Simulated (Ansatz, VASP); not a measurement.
## One calculation of MoS, two programs

```xyz
2
Lattice="0.0000 2.7003 2.7003 2.7003 0.0000 2.7003 2.7003 2.7003 0.0000" Properties=species:S:1:pos:R:3 pbc="T T T"
Mo    0.0000    0.0000    0.0000
S     2.7003    2.7003    2.7003
```

Alike in both runs: task single point; functional PBE; k mesh 14 × 14 × 14; occupations gaussian, width 0.1 eV; collinear spin; Hubbard terms Mo d U = 4.38 eV.

```csv
,VASP,Ansatz
version,VASP 6.6.1,Ansatz 0.2.0
potentials or method,"VASP PAW PBE potentials, release 64 (Mo_sv, S), cutoff 520 eV","scalar-relativistic, plane waves, PAW"
valence electrons in the cell,20,20
```

VASP gave:

| Property | Result |
| --- | --- |
| gap on the k mesh at the Fermi level (eV) | none |
| pressure (GPa) | -0.2 |
| net moment per atom (μB) | 1.92 |
| size of the moment on the site where the two differ most (μB) | 3.45 |

Problem. Estimate Ansatz's values.

Solution. gap on the k mesh at the Fermi level (eV): none; pressure (GPa): 3.5; net moment per atom (μB): 2.00; size of the moment on the site where the two differ most (μB): 3.13.

Site moments also hang on the region over which each program counts them. The programs project onto different local orbitals, so the same U acts differently, and such runs can settle in different states. A gap of «none» marks a metal or a gap that the smearing closes. Ansatz's warnings: filled band counts differ across k points.
